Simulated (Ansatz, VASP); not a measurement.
InAs in VASP and in Ansatz

Contents of INCAR:

```
PREC = Accurate
ENCUT = 520
EDIFF = 1E-6
ISMEAR = -1
SIGMA = 0.05
LREAL = False
LASPH = True
NELM = 100
ALGO = Normal
ISIF = 2
LWAVE = False
LCHARG = False
GGA = PE
NBANDS = 16
```

File KPOINTS:

```
regular mesh
0
Gamma
  8 8 8
```

The input POSCAR:

```
InAs
1.0
    0.0000000000      3.0180000000      3.0180000000
    3.0180000000      0.0000000000      3.0180000000
    3.0180000000      3.0180000000      0.0000000000
In As
1 1
Direct
    0.0000000000      0.0000000000      0.0000000000
    0.7500000000      0.7500000000      0.7500000000
```

Contents of KPOINTS_OPT:

```
path GXWKGLUWLK,UX
20
line-mode
reciprocal
 0.0000000000  0.0000000000  0.0000000000  G
 0.5000000000  0.0000000000  0.5000000000  X

 0.5000000000  0.0000000000  0.5000000000  X
 0.5000000000  0.2500000000  0.7500000000  W

 0.5000000000  0.2500000000  0.7500000000  W
 0.3750000000  0.3750000000  0.7500000000  K

 0.3750000000  0.3750000000  0.7500000000  K
 0.0000000000  0.0000000000  0.0000000000  G

 0.0000000000  0.0000000000  0.0000000000  G
 0.5000000000  0.5000000000  0.5000000000  L

 0.5000000000  0.5000000000  0.5000000000  L
 0.6250000000  0.2500000000  0.6250000000  U

 0.6250000000  0.2500000000  0.6250000000  U
 0.5000000000  0.2500000000  0.7500000000  W

 0.5000000000  0.2500000000  0.7500000000  W
 0.5000000000  0.5000000000  0.5000000000  L

 0.5000000000  0.5000000000  0.5000000000  L
 0.3750000000  0.3750000000  0.7500000000  K

 0.6250000000  0.2500000000  0.6250000000  U
 0.5000000000  0.0000000000  0.5000000000  X
```

File input.yaml:

```yaml
crystal:
  lattice:
    - [0.0, 3.018, 3.018]
    - [3.018, 0.0, 3.018]
    - [3.018, 3.018, 0.0]
  atoms:
    - { symbol: In, position: [0.0, 0.0, 0.0] }
    - { symbol: As, position: [0.75, 0.75, 0.75] }
hamiltonian:
  xc: pbe
  pseudopotentials: { kind: paw }
kpoints:
  mp_grid: { grid: [8, 8, 8] }
  band_path:
    path:
      - [[0.0, 0.0, 0.0], [0.5, 0.0, 0.5], [0.5, 0.25, 0.75], [0.375, 0.375, 0.75], [0.0, 0.0, 0.0], [0.5, 0.5, 0.5], [0.625, 0.25, 0.625], [0.5, 0.25, 0.75], [0.5, 0.5, 0.5], [0.375, 0.375, 0.75]]
      - [[0.625, 0.25, 0.625], [0.5, 0.0, 0.5]]
    npoints: 14
scf:
  occupations: { method: fermi_dirac, width: 0.05 }
  n_extra_bands: 6
output:
  forces: true
  stress: true
  eigenvalues: true
  fatbands: false
```

Alike in both runs: task band structure; functional PBE; k mesh 8 × 8 × 8; occupations fermi-dirac, width 0.05 eV; no spin polarisation.

|  | VASP | Ansatz |
| --- | --- | --- |
| version | VASP 6.6.1 | Ansatz 0.2.0 |
| potentials or method | VASP PAW PBE potentials, release 64 (In_d, As) | Ansatz PAW |
| plane-wave cutoff (eV) | 520 | 420 |
| valence electrons in the cell | 18 | 28 |

Ansatz gave:

* gap on the k mesh at the Fermi level (eV): none
* pressure (GPa): 4.3

Question: Which values does VASP return?

Answer: gap on the k mesh at the Fermi level (eV): none; pressure (GPa): 4.4.

A gap of «none» marks a metal or a gap that the smearing closes. The functional is the same, so the differences come from potentials, cutoffs and numerics. VASP's potentials hold 18 valence electrons a cell and Ansatz's 28, so a difference there can come from the potentials and not from the codes.
